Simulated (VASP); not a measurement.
Set up this calculation in VASP 6.6.1, as the native input.

```
Task                   : single point
Functional             : PBE
Potentials or basis    : VASP PAW PBE potentials, release 64 (Ba_sv, Sb, Mg, F)
Cutoff                 : 520 eV
k mesh                 : 6 × 6 × 4
Occupations            : gaussian, width 0.02 eV
Spin                   : no spin polarisation
Dipole correction      : no
Further INCAR settings : ALGO = Normal; EDIFF = 1e-06; NBANDS = 34
```

The structure of BaMgSbF lies in POSCAR:

```
BaMgSbF
1.0
    4.6133502368      0.0000000000      0.0000000000
    0.0000000000      4.6133502368      0.0000000000
    0.0000000000      0.0000000000      9.9636604083
Ba Sb Mg F
2 2 2 2
Direct
    0.5000000000      0.0000000000      0.1403855618
    0.0000000000      0.5000000000      0.8596144382
    0.5000000000      0.0000000000      0.6760309134
    0.0000000000      0.5000000000      0.3239690866
    0.5000000000      0.5000000000      0.5000000000
    0.0000000000      0.0000000000      0.5000000000
    0.5000000000      0.5000000000      0.0000000000
    0.0000000000      0.0000000000      0.0000000000
```

One way to write it, as run:

INCAR

```
SYSTEM = BaMgSbF
ALGO = Normal
EDIFF = 1E-6
ENCUT = 520
GGA = PE
ISIF = 2
ISMEAR = 0
LASPH = .TRUE.
LCHARG = .FALSE.
LREAL = .FALSE.
LWAVE = .FALSE.
NBANDS = 34
NELM = 100
PREC = Accurate
SIGMA = 0.02
```

KPOINTS

```
k-points
0
G
  6 6 4
  0 0 0
```

Potentials or basis: VASP PAW PBE potentials, release 64 (Ba_sv, Sb, Mg, F).

The run is started by

```bash
$ cat potpaw_PBE.64/Ba_sv/POTCAR potpaw_PBE.64/Sb/POTCAR potpaw_PBE.64/Mg/POTCAR potpaw_PBE.64/F/POTCAR > POTCAR
$ mpirun -np 1 vasp_std > vasp.out
```

It gave:

The pressure is 0.4 GPa. The largest force is 0.101 eV/Å and the band gap on the k mesh is 1.22 eV.

Caveat: spin-orbit coupling is left out, which moves the levels of the heavy elements.

Wall time 5 min on 1 thread of Intel(R) Xeon(R) Platinum 8259CL CPU @ 2.50GHz (Skylake/Cascade Lake), with other jobs on the host, peak memory 0.46 GiB.
